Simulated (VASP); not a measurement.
**CdF2: relaxation of cell and atoms with r2SCAN**

The system is CdF2.

```
Cd F
1.0
     2.69400    2.69400    0.00000
    -2.69400    2.69400    0.00000
     0.00000    2.69400    2.69400
Cd F
1 2
Direct
  0.00000 0.00000 0.00000
  0.25000 0.75000 0.50000
  0.75000 0.25000 0.50000
```

```yaml
Program: VASP 6.6.1
Task: relaxation of cell and atoms
Functional: r2SCAN
Potentials_or_basis: VASP PAW PBE potentials, release 64 (Cd, F)
Cutoff: 600 eV
k_mesh: 8 × 8 × 8
Occupations: gaussian, width 0.01 eV
Spin: no spin polarisation
Target_pressure: -2 GPa
Dipole_correction: no
Further_INCAR_settings: ALGO = Normal; EDIFF = 1e-06; IBRION = 2; EDIFFG = -0.002; NSW = 100; ISIF = 3
```

```json
{
  "Relaxed volume": "13.37 Å³/atom",
  "Relaxed cell": "a = 3.842 Å, b = 3.842 Å, c = 3.842 Å, α = 60.00°, β = 60.00°, γ = 90.00°",
  "Space group after relaxing (to 0.1 Å)": "Fm-3m (No. 225)",
  "Energy change on relaxing (the run minimises the enthalpy)": "+1.3 meV/atom",
  "Ionic steps": "3",
  "Pressure after relaxing": "-2.0 GPa",
  "Band gap on the k mesh": "3.66 eV (least direct gap 4.20 eV)"
}
```

Step by step:
```tsv
step	energy change (eV)	largest force (eV/Å)	pressure (GPa)	volume (Å³)
1	0.0000	0.0000	0.81	39.10
2	0.0085	0.0000	-2.75	40.41
3	0.0040	0.0000	-1.99	40.11
```

Final structure:
```
CELL_PARAMETERS angstrom
2.71691 2.71691 0.00000
-2.71691 2.71691 0.00000
0.00000 2.71691 2.71691
ATOMIC_POSITIONS crystal
Cd 0.00000 0.00000 0.00000
F 0.25000 0.75000 0.50000
F 0.75000 0.25000 0.50000
```

Levels at points of the mesh, in eV from the valence-band top:
```tsv
k point	band 11	band 12	band 13	band 14	band 15	band 16
(0.00, 0.00, 0.00)	-0.54	-0.54	-0.54	3.66	13.48	13.48
(0.50, 0.00, 0.00)	-1.75	-0.42	-0.42	7.78	9.61	15.36
(0.50, 0.50, 0.00)	-0.46	-0.09	-0.09	8.66	10.40	12.13
```

Run time: 6.9 min on 1 thread of Intel Xeon 8259CL, on a shared host, peak memory 0.19 GiB.

Caveat: the cell is relaxed towards a set pressure, so the run minimises the enthalpy, not the energy; the PAW data sets were made with another functional, which shifts forces and pressure a little. A k mesh can miss the band edges.
